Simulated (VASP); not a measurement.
# P in VASP: a series of runs

P is run at these levels: PBE; tasks: single point, relaxation of cell and atoms.

All numbers are computed with VASP 6.6.1; they aren't measurements. Logs are shortened: lines on timing, memory, paths and dates and some standing lists are left out, and cuts for length are marked.

## (1) The cell of the first run

The structure is orthorhombic, space group Pbam (No. 55). The conventional cell has a = 3.750 Å, b = 7.677 Å, c = 2.644 Å, α = 90.00°, β = 90.00°, γ = 90.00°. P (site symmetry m) has 6 P at 2.64 to 2.70 Å within 3.5 Å.

## (2) Single point, PBE

Input file INCAR:

```
PREC = Accurate ; ENCUT = 520
EDIFF = 1E-6 ; ISMEAR = 0
SIGMA = 0.1 ; LREAL = F
LASPH = T ; NELM = 100
ALGO = Normal ; ISIF = 2
LWAVE = F ; LCHARG = F
GGA = PE ; NBANDS = 18
```

Input file KPOINTS:

```
Automatic mesh
0
Gamma
  4 2 6
```

Input file POSCAR:

```
P
1.0
    3.7502141500      0.0000000000      0.0000000000
    0.0000000000      7.6766807700      0.0000000000
    0.0000000000      0.0000000000      2.6438198700
P
4
Direct
    0.2537287800      0.6249238800      0.5000000000
    0.2462712200      0.1249238800      0.5000000000
    0.7537287800      0.8750761200      0.5000000000
    0.7462712200      0.3750761200      0.5000000000
```

Potentials or basis: VASP PAW PBE potentials, release 64 (P).

The run is started by

```console
$ cat potpaw_PBE.64/P/POTCAR > POTCAR
$ mpirun -np 1 vasp_std > vasp.out
```

OUTCAR:

```text
PREC = Accurate
   ENCUT = 520
   EDIFF = 1E-6
   ISMEAR = 0
   LREAL = F
   LASPH = T
   NELM = 100
   ISIF = 2
   GGA = PE

 ion  position               nearest neighbor table
   1  0.254  0.625  0.500-   4 2.66   3 2.68   3 2.68   4 2.70
   2  0.246  0.125  0.500-   3 2.66   4 2.68   4 2.68   3 2.70
   3  0.754  0.875  0.500-   2 2.66   1 2.68   1 2.68   2 2.70
   4  0.746  0.375  0.500-   1 2.66   2 2.68   2 2.68   1 2.70

  LATTYP: Found a simple orthorhombic cell.
 ALAT       =     2.6438198700
 B/A-ratio  =     1.4184832305
 C/A-ratio  =     2.9036323000

  Lattice vectors:

 A1 = (   0.0000000000,   0.0000000000,   2.6438198700)
 A2 = (   3.7502141500,   0.0000000000,   0.0000000000)
 A3 = (   0.0000000000,   7.6766807700,   0.0000000000)

Analysis of symmetry for initial positions (statically):
=====================================================================
 Subroutine PRICEL returns:
 Original cell was already a primitive cell.

 Routine SETGRP: Setting up the symmetry group for a
 simple orthorhombic supercell.

 Subroutine GETGRP returns: Found  8 space group operations
 (whereof  4 operations were pure point group operations)
 out of a pool of  8 trial point group operations.

The static configuration has the point symmetry C_2h.
 The point group associated with its full space group is D_2h.

Analysis of symmetry for dynamics (positions and initial velocities):
=====================================================================
 Subroutine PRICEL returns:
 Original cell was already a primitive cell.

 Routine SETGRP: Setting up the symmetry group for a
 simple orthorhombic supercell.

 Subroutine GETGRP returns: Found  8 space group operations
 (whereof  4 operations were pure point group operations)
 out of a pool of  8 trial point group operations.

The dynamic configuration has the point symmetry C_2h.
 The point group associated with its full space group is D_2h.

 Subroutine INISYM returns: Found  8 space group operations
 (whereof  4 operations are pure point group operations),
 and found     1 'primitive' translations

----------------------------------------------------------------------------------------

                                     Primitive cell

  volume of cell :      76.1135

[... 90 lines left out ...]
   NELM   =    100;   NELMIN=  2; NELMDL= -5     # of ELM steps
   EDIFF  = 0.1E-05   stopping-criterion for ELM
   LREAL  =      F    real-space projection
   EDIFFG = 0.1E-04   stopping-criterion for IOM
   NSW    =      0    number of steps for IOM
   IBRION =     -1    ionic relax: 0-MD 1-quasi-New 2-CG
   NFREE  =      0    steps in history (QN), initial steepest desc. (CG)
   ISIF   =      2    stress and relaxation
   ISYM   =      2    0-nonsym 1-usesym 2-fastsym
   POTIM  = 0.5000    time-step for ionic-motion
   TEBEG  =    0.0;   TEEND  =   0.0 temperature during run
   PSTRESS=    0.0 pullay stress
   NELECT =      20.0000    total number of electrons
   NUPDOWN=      -1.0000    fix difference up-down
   EMIN   =  10.00;   EMAX   =-10.00  energy-range for DOS
   EFERMI =   0.00;   METHOD = LEGACY
   ISMEAR =     0;   SIGMA  =   0.10  broadening in eV -4-tet -1-fermi 0-gaus
   EFERMI_NEDOS =   21; number of points for ismear=-14 and -15
   IALGO  =     38    algorithm
   IMIX   =      4    mixing-type and parameters
     AMIX     =   0.40;   BMIX     =  1.00
     AMIX_MAG =   1.60;   BMIX_MAG =  1.00
  volume/ion in A,a.u.               =      19.03       128.41
  Fermi-wavevector in a.u.,A,eV,Ry     =   1.048571  1.981511 14.959611  1.099500
  Thomas-Fermi vector in A             =   2.183498
   LORBIT       =      0    0 simple, 1 ext, 2 COOP (PROOUT), +10 PAW based schemes
   GGA     = PE    functional components
   LHFCALC =     F    Hartree Fock is set to
   AEXX    =    0.0000 exact exchange contribution
   IVDW    =     0    specifies the selected vdW correction
   LEPSILON=     F    determine dielectric tensor
   LRPA    =     F    only Hartree local field effects (RPA)
 non-spin polarized calculation
 Gauss-broadening in eV      SIGMA  =   0.10
  energy-cutoff  :      520.00
  volume of cell :       76.11
 maximum number of plane-waves:      2104
 NGX is ok and might be reduce to    28

 number of electron      20.0000000 magnetization

 Free energy of the ion-electron system (eV)
  ---------------------------------------------------
  ext. energy  EPLUGINS =         0.00000000
  ---------------------------------------------------
  free energy    TOTEN  =       -20.02636485 eV

  energy without entropy =      -20.01372612  energy(sigma->0) =      -20.02004549

 E-fermi :   6.1237     XC(G=0): -10.1244

 val. band max:        6.0857770666   @ k =   0.2500   0.0000   0.3333
 cond. band min:       6.1995342239   @ k =   0.2500   0.5000   0.0000
 fundamental gap:      0.1137571574
 Fermi energy:         6.1236860058

 k-point     1 :       0.0000    0.0000    0.0000
  band No.  band energies     occupation
      1      -7.8548      2.00000
      2      -5.7521      2.00000
      3      -5.7424      2.00000
      4      -1.7576      2.00000
      5       1.9729      2.00000
      6       2.2885      2.00000
[... 481 lines left out ...]
      5       1.7152      2.00000
      6       1.7152      2.00000
[... 10 lines left out ...]
     17      11.1265      0.00000
     18      11.1293      0.00000

------------------------ aborting loop because EDIFF is reached ----------------------------------------

  FORCE on cell =-STRESS in cart. coord.  units (eV):
  Direction    XX          YY          ZZ          XY          YZ          ZX
  --------------------------------------------------------------------------------------
  -------------------------------------------------------------------------------------
  Total       -5.3542369     -7.1423650     -8.8670556      0.0000000      0.0000000      0.0000000
  in kB     -112.7059270   -150.3457687   -186.6502610      0.0000000      0.0000000      0.0000000
  external PRESSURE =    -149.9006522 kB  Pullay stress =       0.0000000 kB

 VOLUME and BASIS-vectors are now :
 -----------------------------------------------------------------------------
  energy-cutoff  :      520.00
  volume of cell :       76.11
      direct lattice vectors                 reciprocal lattice vectors
     3.750214150  0.000000000  0.000000000     0.266651439  0.000000000  0.000000000
     0.000000000  7.676680770  0.000000000     0.000000000  0.130264633  0.000000000
     0.000000000  0.000000000  2.643819870     0.000000000  0.000000000  0.378240595

 POSITION                                       TOTAL-FORCE (eV/Angst)
 -----------------------------------------------------------------------------------
      0.95154      4.79734      1.32191        -0.035770     -0.003663      0.000000
      0.92357      0.95900      1.32191         0.035770     -0.003663      0.000000
      2.82664      6.71768      1.32191        -0.035770      0.003663     -0.000000
      2.79868      2.87934      1.32191         0.035770      0.003663     -0.000000
 -----------------------------------------------------------------------------------
    total drift:                               -0.000000      0.000000     -0.000000

  FREE ENERGIE OF THE ION-ELECTRON SYSTEM (eV)
  ---------------------------------------------------
  free  energy   TOTEN  =       -20.0263648522 eV

  energy  without entropy=      -20.0137261210  energy(sigma->0) =      -20.02004549
```

It took 17 s on 1 thread of Intel Xeon Platinum 8375C at 2.90GHz (Ice Lake), shared host; peak memory 0.17 GiB.

Results:

* Free energy: -20.0264 eV
* Pressure: -15.0 GPa
* Largest force: 0.036 eV/Å
* Band gap on the k mesh: zero (band 10 reaches 8.78 eV, above the bottom of band 11 at 3.87 eV)

Forces in eV/Å, atoms in the order of the input:
```
P   -0.036 -0.004  0.000
P    0.036 -0.004  0.000
P   -0.036  0.004  0.000
P    0.036  0.004  0.000
```

Levels at points of the mesh, in eV from the Fermi level:
| k point | band 8 | band 9 | band 10 | band 11 | band 12 | band 13 |
| --- | --- | --- | --- | --- | --- | --- |
| (0.00, 0.00, 0.00) | -1.60 | -0.92 | -0.92 | 2.53 | 3.58 | 3.72 |
| (0.50, 0.00, 0.00) | -1.80 | -1.17 | -1.17 | 5.45 | 5.45 | 5.59 |
| (0.00, 0.50, 0.00) | -2.95 | 1.07 | 1.07 | 1.71 | 1.71 | 4.49 |
| (0.50, 0.50, 0.00) | -4.91 | 2.65 | 2.65 | 2.73 | 2.73 | 5.71 |
| (0.00, 0.00, 0.50) | -1.95 | -1.80 | -1.51 | 0.64 | 0.65 | 2.02 |
| (0.50, 0.00, 0.50) | -4.08 | -3.83 | -3.83 | 0.47 | 0.47 | 1.78 |
| (0.00, 0.50, 0.50) | -2.90 | -0.97 | -0.97 | -0.11 | -0.11 | 3.22 |
| (0.50, 0.50, 0.50) | -4.33 | -2.31 | -2.31 | -2.25 | -2.25 | 3.89 |

Caveat: the k points lie up to 0.42 Å⁻¹ apart.

## (3) Single point, PBE

This run uses another cell than the first one: it holds 1 atom, not 4.

Input file INCAR:

```
SYSTEM = P
PREC = Accurate
ENCUT = 520
EDIFF = 1E-6
ISMEAR = 0
SIGMA = 0.1
LREAL = .False.
LASPH = .True.
NELM = 80
ALGO = Normal
ISIF = 2
LWAVE = .False.
LCHARG = .True.
GGA = PE
LELF = .True.
LVHAR = .True.
NBANDS = 8
```

Input file KPOINTS:

```
regular mesh
0
Gamma
  22 22 22
  0 0 0
```

Input file POSCAR:

```
P
1.0
    2.4448010539      0.0000000000      0.0000000000
    0.0000000000      2.4448010539      0.0000000000
    0.0000000000      0.0000000000      2.4448010539
P
1
Direct
    0.0000000000      0.0000000000      0.0000000000
```

Potentials or basis: VASP PAW PBE potentials, release 64 (P).

The run is started by

```console
$ cat potpaw_PBE.64/P/POTCAR > POTCAR
$ mpirun -np 1 vasp_std > vasp.out
```

OUTCAR:

```text
SYSTEM = P
   PREC = Accurate
   ENCUT = 520
   EDIFF = 1E-6
   ISMEAR = 0
   LREAL = .False.
   LASPH = .True.
   NELM = 80
   ISIF = 2
   GGA = PE

 ion  position               nearest neighbor table
   1  0.000  0.000  0.000-

  LATTYP: Found a simple cubic cell.
 ALAT       =     2.4448010539

  Lattice vectors:

 A1 = (   2.4448010539,   0.0000000000,   0.0000000000)
 A2 = (   0.0000000000,   2.4448010539,   0.0000000000)
[... 190 lines left out ...]
      8      33.9692      0.00000
[... 243 lines left out ...]
 k-point    24 :       0.0909    0.0909    0.0000
  band No.  band energies     occupation
      1      -6.4963      2.00000
      2      11.7407      0.00000
      3      12.6695      0.00000
      4      14.8854      0.00000
      5      17.8846      0.00000
      6      19.9192      0.00000
      7      24.9773      0.00000
      8      31.2312      0.00000

 [... further k-points ...]
[... 5 lines left out ...]
  --------------------------------------------------------------------------------------
  -------------------------------------------------------------------------------------
  Total       -0.0293905     -0.0293905     -0.0293905      0.0000000      0.0000000     -0.0000000
  in kB       -3.2224545     -3.2224545     -3.2224545      0.0000000      0.0000000     -0.0000000
  external PRESSURE =      -3.2224545 kB  Pullay stress =       0.0000000 kB

 VOLUME and BASIS-vectors are now :
 -----------------------------------------------------------------------------
  energy-cutoff  :      520.00
  volume of cell :       14.61
      direct lattice vectors                 reciprocal lattice vectors
     2.444801054  0.000000000  0.000000000     0.409031237  0.000000000  0.000000000
     0.000000000  2.444801054  0.000000000     0.000000000  0.409031237  0.000000000
     0.000000000  0.000000000  2.444801054     0.000000000  0.000000000  0.409031237

 POSITION                                       TOTAL-FORCE (eV/Angst)
 -----------------------------------------------------------------------------------
      0.00000      0.00000      0.00000         0.000000      0.000000      0.000000
 -----------------------------------------------------------------------------------
    total drift:                               -0.000000      0.000000      0.000000

  FREE ENERGIE OF THE ION-ELECTRON SYSTEM (eV)
  ---------------------------------------------------
  free  energy   TOTEN  =        -5.2756370739 eV

  energy  without entropy=       -5.2744539729  energy(sigma->0) =       -5.27504552
```

Wall time 15 s (1 thread of Intel Xeon Platinum 8375C at 2.90GHz (Ice Lake), shared host); peak memory 0.14 GiB.

What came out:

| Quantity | Value |
| --- | --- |
| Free energy | -5.2756 eV |
| Pressure | -0.3 GPa |

## (4) Single point, PBE

This run uses another cell than the first one, of 14.68 Å³/atom, 0.772 times its volume.

Input file INCAR:

```
PREC = Accurate
ENCUT = 520
EDIFF = 1E-7
ISMEAR = 0
SIGMA = 0.2
LREAL = F
LASPH = T
NELM = 80
ALGO = Normal
ISIF = 2
LWAVE = F
LCHARG = T
GGA = PE
LELF = T
LVHAR = T
NBANDS = 18
```

Input file KPOINTS:

```
Automatic mesh
0
Gamma
  8 4 4
```

Input file POSCAR:

```
P
1.0
    2.4615759091     -0.0004108670      0.0002781047
   -0.0013635380      4.8840408815     -0.0002439661
    0.0008116063     -0.0002549948      4.8850805841
P
4
Direct
   -0.0000650120     -0.0064744545     -0.0060158682
    0.0000302229     -0.0060762996      0.5060727326
    1.0001832423      0.5065250013     -0.0065524683
    0.9998515468      0.5060257527      0.5064956039
```

Potentials or basis: VASP PAW PBE potentials, release 64 (P).

The run is started by

```console
$ cat potpaw_PBE.64/P/POTCAR > POTCAR
$ mpirun -np 1 vasp_std > vasp.out
```

OUTCAR:

```text
PREC = Accurate
   ENCUT = 520
   EDIFF = 1E-7
   ISMEAR = 0
   LREAL = F
   LASPH = T
   NELM = 80
   ISIF = 2
   GGA = PE

 ion  position               nearest neighbor table
   1  1.000  0.994  0.994-   3 2.38   2 2.38   2 2.50   3 2.51
   2  0.000  0.994  0.506-   4 2.38   1 2.38   4 2.50   1 2.50
   3  0.000  0.507  0.993-   1 2.38   4 2.38   1 2.51   4 2.51
   4  1.000  0.506  0.506-   3 2.38   2 2.38   2 2.50   3 2.51

  LATTYP: Found a triclinic cell.
 ALAT       =     4.8850806582
 B/A-ratio  =     1.4141353475
 C/A-ratio  =     1.5011496031
 COS(alpha) =     0.0000283478
 COS(beta)  =     0.6659943631
 COS(gamma) =     0.7072181434

  Lattice vectors:

 A1 = (  -0.0008116063,   0.0002549948,  -4.8850805841)
 A2 = (  -0.0021751443,   4.8842958763,  -4.8853245502)
 A3 = (   2.4621278408,  -4.8841967537,  -4.8845585133)

Analysis of symmetry for initial positions (statically):
=====================================================================
 Subroutine PRICEL returns:
 Original cell was already a primitive cell.

[... 186 lines left out ...]
  ext. energy  EPLUGINS =         0.00000000
  ---------------------------------------------------
  free energy    TOTEN  =       -21.01063024 eV

  energy without entropy =      -20.97942152  energy(sigma->0) =      -20.99502588

 E-fermi :   9.5827     XC(G=0): -11.2398

 val. band max:        9.5437538309   @ k =  -0.0000   0.5000   0.2500
 cond. band min:       9.6021847376   @ k =   0.5000   0.0000   0.5000
 fundamental gap:      0.0584309067
 Fermi energy:         9.5826542611

 k-point     1 :       0.0000    0.0000    0.0000
  band No.  band energies     occupation
      1      -6.9334      2.00000
      2      -2.5888      2.00000
      3      -2.5847      2.00000
      4       0.9112      2.00000
      5       0.9209      2.00000
      6       2.1425      2.00000
[... 481 lines left out ...]
      5       2.3005      2.00000
      6       2.6592      2.00000
[... 10 lines left out ...]
     17      16.0825      0.00000
     18      16.1922      0.00000

 [... further k-points ...]
[... 5 lines left out ...]
  --------------------------------------------------------------------------------------
  -------------------------------------------------------------------------------------
  Total       -0.0646921     -0.0954502     -0.1116414      0.0095705      0.0003754     -0.0062820
  in kB       -1.7648097     -2.6038936     -3.0455927      0.2610834      0.0102409     -0.1713747
  external PRESSURE =      -2.4714320 kB  Pullay stress =       0.0000000 kB

 VOLUME and BASIS-vectors are now :
 -----------------------------------------------------------------------------
  energy-cutoff  :      520.00
  volume of cell :       58.73
      direct lattice vectors                 reciprocal lattice vectors
     2.461575909 -0.000410867  0.000278105     0.406243846  0.000113413 -0.000067487
    -0.001363538  4.884040881 -0.000243966     0.000034174  0.204748501  0.000010682
     0.000811606 -0.000254995  4.885080584    -0.000023126  0.000010219  0.204704918

 POSITION                                       TOTAL-FORCE (eV/Angst)
 -----------------------------------------------------------------------------------
      2.46087      4.85176      4.85573         0.001407     -0.007742     -0.011892
     -0.00087      4.85423      2.47196        -0.000643     -0.011758      0.010975
      0.00057      2.47364      4.85295        -0.002704      0.006940     -0.005930
      2.46093      2.47091      2.47443         0.001939      0.012561      0.006847
 -----------------------------------------------------------------------------------
    total drift:                                0.000001     -0.000001      0.000001

  FREE ENERGIE OF THE ION-ELECTRON SYSTEM (eV)
  ---------------------------------------------------
  free  energy   TOTEN  =       -21.0106302398 eV

  energy  without entropy=      -20.9794215211  energy(sigma->0) =      -20.99502588
```

It took 39 s on 1 thread of Intel Xeon Platinum 8375C at 2.90GHz (Ice Lake), shared host; peak memory 0.18 GiB.

Results:

| Item | Value |
| --- | --- |
| Free energy | -21.0106 eV |
| Pressure | -0.2 GPa |
| Largest force | 0.016 eV/Å |
| Band gap on the k mesh | zero (band 10 reaches 14.24 eV, above the bottom of band 11 at 6.68 eV) |

Forces in eV/Å, atoms in the order of the input:
```
P    0.001 -0.008 -0.012
P   -0.001 -0.012  0.011
P   -0.003  0.007 -0.006
P    0.002  0.013  0.007
```

Levels at points of the mesh, in eV from the Fermi level:
| k point | band 6 | band 7 | band 8 | band 9 | band 10 | band 11 | band 12 | band 13 | band 14 | band 15 |
| --- | --- | --- | --- | --- | --- | --- | --- | --- | --- | --- |
| (0.00, 0.00, 0.00) | -7.44 | -5.26 | -5.25 | 1.00 | 4.66 | 5.01 | 5.02 | 6.68 | 6.77 | 7.50 |
| (0.50, 0.00, 0.00) | -5.38 | -5.24 | -5.24 | -2.27 | -2.27 | -2.12 | -1.82 | 0.98 | 0.98 | 4.58 |
| (0.00, 0.50, 0.00) | -7.23 | -3.34 | -2.82 | 0.17 | 0.80 | 5.56 | 5.88 | 5.92 | 5.93 | 6.19 |
| (0.00, 0.00, 0.50) | -7.23 | -3.34 | -2.82 | 0.17 | 0.80 | 5.56 | 5.88 | 5.93 | 5.93 | 6.18 |
| (0.50, 0.50, 0.00) | -5.89 | -4.39 | -4.24 | -4.03 | -3.88 | 0.02 | 0.65 | 2.16 | 2.49 | 3.98 |
| (0.50, 0.00, 0.50) | -5.88 | -4.39 | -4.24 | -4.03 | -3.88 | 0.02 | 0.64 | 2.16 | 2.49 | 3.98 |
| (0.00, 0.50, 0.50) | -2.48 | -2.48 | -1.99 | -1.51 | -1.05 | -1.05 | -0.60 | 6.44 | 6.81 | 6.81 |
| (0.50, 0.50, 0.50) | -6.17 | -6.17 | -5.81 | -0.12 | 0.40 | 0.40 | 0.93 | 2.70 | 3.31 | 3.31 |

(Continued in part 2 of 2.)
